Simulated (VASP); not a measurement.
# BaTiO3 in VASP: a series of runs, part 2 of 2

VASP 6.6.1. Earlier steps stand in the parts before.

**5. Single point, PBE+U (biaxial strain in the a-b plane: +1.5 %)**

INCAR reads:

```
SYSTEM = BaTiO3
PREC = Accurate
ENCUT = 520
EDIFF = 1E-7
ISMEAR = 0
SIGMA = 0.02
LREAL = .FALSE.
LASPH = .TRUE.
NELM = 150
ALGO = Normal
ISIF = 2
LWAVE = .FALSE.
LCHARG = .TRUE.
LMAXMIX = 4
LDAU = .TRUE.
LDAUTYPE = 2
LDAUL = -1 2 -1
LDAUU = 0 4 0
LDAUJ = 0 0 0
LDAUPRINT = 1
GGA = PE
LELF = .TRUE.
LVHAR = .TRUE.
NBANDS = 28
```

KPOINTS reads:

```
Automatic mesh
0
G
  6 6 6
  0 0 0
```

POSCAR reads:

```
BaTiO3
1.0
    2.9034328072      1.6762977128      2.3814040514
   -2.9034328072      1.6762977128      2.3814040514
    0.0000000000     -3.2730832413      2.3254345100
Ba Ti O
1 1 3
Direct
    0.0011724682      0.0011724682      0.0011724682
    0.5112785989      0.5112785989      0.5112785989
    0.4887886432      0.9810726465      0.4887886432
    0.4887886432      0.4887886432      0.9810726465
    0.9810726465      0.4887886432      0.4887886432
```

Run with:

```
$ cat potpaw_PBE.64/Ba_sv/POTCAR potpaw_PBE.64/Ti_sv/POTCAR potpaw_PBE.64/O/POTCAR > POTCAR
$ mpirun -np 1 vasp_std > vasp.out
```

Wall time 3.1 min (1 thread of Intel Xeon 8259CL, shared host); peak memory 0.27 GiB.

Results (log left out):

| Property | Result |
| --- | --- |
| Free energy | -37.3092 eV |
| Pressure | 0.2 GPa |
| Largest force | 0.493 eV/Å |
| Band gap on the k mesh | 2.53 eV (least direct gap 2.96 eV) |

Forces in eV/Å, atoms in the order of the input:
```
Ba   0.000  0.014 -0.019
Ti   0.000  0.286 -0.402
O   -0.053  0.046  0.094
O    0.000 -0.392  0.234
O    0.053  0.046  0.094
```

Stress tensor (GPa, compression positive):
```
-1.21  0.00  0.00
 0.00  1.84 -2.02
 0.00 -2.02  0.04
```

Levels at points of the mesh, in eV from the valence-band top:
| k point | band 18 | band 19 | band 20 | band 21 | band 22 | band 23 |
| --- | --- | --- | --- | --- | --- | --- |
| (0.00, 0.00, 0.00) | -0.50 | -0.44 | -0.42 | 2.53 | 2.56 | 2.65 |
| (0.50, 0.00, 0.00) | -1.50 | -0.95 | -0.87 | 2.72 | 3.80 | 3.88 |
| (0.50, 0.50, 0.00) | -1.06 | -1.02 | -0.14 | 3.86 | 3.87 | 4.19 |
| (0.00, 0.00, 0.50) | -1.65 | -0.95 | -0.89 | 2.70 | 3.92 | 3.96 |
| (0.50, 0.00, 0.50) | -0.87 | -0.84 | -0.09 | 3.86 | 4.03 | 4.31 |
| (0.50, 0.50, 0.50) | -0.05 | -0.01 | 0.00 | 4.36 | 4.48 | 4.53 |

Eigenvalues of the final occupation matrices:
```
    site  spin  trace               eigenvalues
site 2 d     1   0.80  0.10 0.11 0.11 0.23 0.24
site 2 d     2   0.80  0.10 0.11 0.11 0.23 0.24
```

Caveat: the cell differs from its parent crystal (biaxial strain in the a-b plane: +1.5 %); spin-orbit coupling is left out, which moves the levels of the heavy elements.

**6. Relaxation of the atoms, PBE+U (equal strain along all axes, cell held: -3.0 %)**

INCAR reads:

```
PREC     = Accurate       # precision mode
ENCUT    = 520            # plane-wave cutoff, eV
EDIFF    = 1E-7           # SCF threshold, eV
ISMEAR   = 0              # smearing method
SIGMA    = 0.02           # smearing width, eV
LREAL    = False          # projectors in reciprocal space
LASPH    = True           # aspherical terms in the spheres
NELM     = 150            # most SCF steps
ALGO     = Normal         # electronic algorithm
ISIF     = 2              # what is computed and relaxed
LWAVE    = False          # write WAVECAR
LCHARG   = False          # write CHGCAR
LMAXMIX  = 4              # l up to which the mixer works
LDAU     = True           # DFT+U
LDAUTYPE = 2            
LDAUL    = -1 2 -1        # shell
LDAUU    = 0 4 0          # U, eV
LDAUJ    = 0 0 0        
LDAUPRINT= 1            
GGA      = PE             # functional
IBRION   = 2              # ionic algorithm
NSW      = 60             # ionic steps
EDIFFG   = -0.008         # ionic threshold
```

KPOINTS reads:

```
Automatic mesh
0
Gamma
  6 6 6
```

POSCAR reads:

```
BaTiO3
1.0
    2.7747091690      1.6019790856      2.2758245485
   -2.7747091690      1.6019790856      2.2758245485
    0.0000000000     -3.2039581713      2.2758245484
Ba Ti O
1 1 3
Direct
   -0.0033113615     -0.0033113615     -0.0033113615
    0.5008985254      0.5008985254      0.5008985254
    0.4919659448      0.9895819467      0.4919659448
    0.4919659448      0.4919659448      0.9895819467
    0.9895819467      0.4919659448      0.4919659448
```

Potentials or basis: VASP PAW PBE potentials, release 64 (Ba_sv, Ti_sv, O).

Run with:

```
$ cat potpaw_PBE.64/Ba_sv/POTCAR potpaw_PBE.64/Ti_sv/POTCAR potpaw_PBE.64/O/POTCAR > POTCAR
$ mpirun -np 1 vasp_std > vasp.out
```

Run time: 2.8 min. Hardware: 1 thread of Oxide Virtual Turin-like, shared host; peak memory 0.17 GiB.

It converged, with:

```yaml
Free_energy: -37.0168 eV
Energy_gained_by_relaxing: 3.6 meV/atom
Ionic_steps: 7
Pressure_after_relaxing: 18.8 GPa
Largest_force_after_relaxing: 0.006 eV/Å
Band_gap_on_the_k_mesh: 2.33 eV (least direct gap 2.46 eV)
```

Forces in eV/Å, atoms in the order of the input:
```
Ba   0.000  0.000 -0.003
Ti   0.000  0.000  0.006
O   -0.001  0.001 -0.001
O    0.000 -0.002 -0.001
O    0.001  0.001 -0.001
```

Stress tensor (GPa, compression positive):
```
19.18  0.00  0.00
 0.00 19.18  0.00
 0.00  0.00 17.91
```

Step by step:
```tsv
step	energy change (eV)	largest force (eV/Å)	pressure (GPa)
1	0.0000	0.4552	19.25
2	-0.0137	0.1670	18.83
3	-0.0145	0.1200	18.78
4	-0.0169	0.0663	18.76
5	-0.0181	0.0198	18.76
6	-0.0181	0.0174	18.75
7	-0.0181	0.0061	18.75
```

Final structure:
```xyz
5
Lattice="2.7747 1.6020 2.2758 -2.7747 1.6020 2.2758 0.0000 -3.2040 2.2758" Properties=species:S:1:pos:R:3 pbc="T T T"
Ba    0.0000    0.0000    6.7882
Ti    0.0000    0.0000    3.3735
O    -1.3872    0.8009    4.5124
O     0.0000   -1.6018    4.5124
O     1.3872    0.8009    4.5124
```

Levels at points of the mesh, in eV from the valence-band top:
```tsv
k point	band 16	band 17	band 18	band 19	band 20	band 21	band 22	band 23	band 24
(0.00, 0.00, 0.00)	-1.21	-1.19	-0.16	-0.13	-0.13	2.33	2.33	2.35	4.30
(0.50, 0.00, 0.00)	-2.05	-1.81	-1.79	-0.80	-0.77	2.56	4.22	4.22	4.32
(0.50, 0.50, 0.00)	-2.81	-1.86	-0.86	-0.85	-0.10	4.23	4.24	4.69	5.20
(0.50, 0.50, 0.50)	-2.26	-2.26	-0.01	0.00	0.00	4.97	4.97	4.98	6.89
```

Eigenvalues of the final occupation matrices:
```tsv
site	spin	trace	eigenvalues
site 2 d	1	0.82	0.11 0.11 0.11 0.25 0.25
site 2 d	2	0.82	0.11 0.11 0.11 0.25 0.25
```

Caveat: the cell differs from its parent crystal (equal strain along all axes, cell held: -3.0 %); spin-orbit coupling is left out, which moves the levels of the heavy elements. A k mesh can miss the band edges.

**7. Overview**

```tsv
task	cell	gap on the mesh (eV)	pressure (GPa)	largest force (eV/Å)
single point	a = 4.052 Å, angles 89.8°, 5 atoms, atomic positions A	2.62	3.4	0.60
single point	a = 3.991, b = 3.991, c = 4.088 Å, angles 89.8°, 5 atoms, atomic positions A	2.65	7.4	0.89
single point	a = 4.112, b = 4.112, c = 4.015 Å, angles 89.8°, 5 atoms, atomic positions A	2.53	0.2	0.49
relaxation of the atoms	atoms relaxed from a = 3.930 Å, angles 89.8°, 5 atoms, atomic positions B	2.33	18.8	0.01
```

Alike in all rows: level PBE+U; potentials or basis VASP PAW PBE potentials, release 64 (Ba_sv, Ti_sv, O); no spin polarisation; Ti d U = 4.0 eV; k mesh 6 × 6 × 6; cutoff (eV) 520; smearing gaussian 0.02 eV.

Caveats: spin-orbit coupling is left out, which moves the levels of the heavy elements; the cell stands under pressure (at least some runs).

Absolute energies hang on the potentials; compare differences alone.
